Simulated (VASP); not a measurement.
LiH:

```
CELL_PARAMETERS angstrom
0.00000 2.00922 2.00922
2.00922 0.00000 2.00922
2.00922 2.00922 0.00000
ATOMIC_POSITIONS crystal
Li 0.00000 0.00000 0.00000
H 0.50000 0.50000 0.50000
```

This cell differs from its parent crystal: volume scaled by 0.96.

Base run:

```yaml
Program: VASP 6.6.1
Functional: PBE
Potentials_or_basis: VASP PAW PBE potentials, release 64 (Li_sv, H)
Cutoff: 520 eV
k_mesh: 11 × 11 × 11
Occupations: fermi-dirac, width 0.05 eV
Spin: no spin polarisation
```

Its results: band gap on the k mesh 3.18 eV, direct.

Q: The run is repeated on the same cell with these changes: functional from PBE to PBE exchange alone; occupations from fermi-dirac, width 0.05 eV to gaussian, width 0.01 eV. What comes out?

A: Band gap on the k mesh 3.69 eV, direct.

A k mesh can miss the band edges.
